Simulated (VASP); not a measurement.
Input of a VASP 6.6.1 run:

File POSCAR:

```
C
1.0
    0.0000000000      1.7833700000      1.7833700000
    1.7833700000      0.0000000000      1.7833700000
    1.7833700000      1.7833700000      0.0000000000
C
2
Direct
    0.7500000000      0.7500000000      0.7500000000
    0.5000000000      0.5000000000      0.5000000000
```

Contents of INCAR.step1:

```
PREC     = Accurate       # precision mode
ENCUT    = 600            # plane-wave cutoff, eV
ISMEAR   = -1             # smearing method
SIGMA    = 0.05           # smearing width, eV
LREAL    = F              # projectors in reciprocal space
LASPH    = T              # aspherical terms in the spheres
NELM     = 100            # most SCF steps
GGA      = PE             # functional
ALGO     = Normal         # electronic algorithm
EDIFF    = 1E-4           # SCF threshold, eV
LWAVE    = T              # write WAVECAR
LCHARG   = F              # write CHGCAR
```

File INCAR.step2:

```
PREC     = Accurate       # precision mode
ENCUT    = 600            # plane-wave cutoff, eV
EDIFF    = 1E-7           # SCF threshold, eV
ISMEAR   = -1             # smearing method
SIGMA    = 0.05           # smearing width, eV
LREAL    = F              # projectors in reciprocal space
LASPH    = T              # aspherical terms in the spheres
NELM     = 100            # most SCF steps
ALGO     = Normal         # electronic algorithm
ISIF     = 3              # what is computed and relaxed
LWAVE    = F              # write WAVECAR
LCHARG   = F              # write CHGCAR
METAGGA  = R2SCAN         # meta-GGA
LMIXTAU  = T            
IBRION   = 2              # ionic algorithm
NSW      = 60             # ionic steps
EDIFFG   = -0.01          # ionic threshold
ISTART   = 1
```

KPOINTS

```
Automatic mesh
0
Gamma
  13 13 13
```

Potentials or basis: VASP PAW PBE potentials, release 64 (C).

Launch:

```console
$ cat potpaw_PBE.64/C/POTCAR > POTCAR
$ cp INCAR.step1 INCAR
$ mpirun -np 1 vasp_std > vasp.out
$ cp INCAR.step2 INCAR
$ mpirun -np 1 vasp_std > vasp.out
```

**Question.** What does it give for the space group after relaxing (to 0.05 Å)?

**Answer.** Fd-3m (No. 227).

**Question.** What does it give for the band gap on the k mesh?

**Answer.** 4.35 eV, indirect (least direct gap 5.85 eV).

The path:
| step | energy change (eV) | largest force (eV/Å) | pressure (GPa) | volume (Å³) |
| --- | --- | --- | --- | --- |
| 1 | 0.0000 | 0.0000 | -2.09 | 11.34 |
| 2 | 0.0002 | 0.0000 | 2.73 | 11.22 |
| 3 | -0.0004 | 0.0000 | 0.01 | 11.29 |

Caveat: the PAW data sets were made with another functional, which shifts forces and pressure a little.

The cell as given is a measured one (5.67 Å³/atom); r2SCAN puts the equilibrium volume -0.5 % from it, thermal expansion not counted.
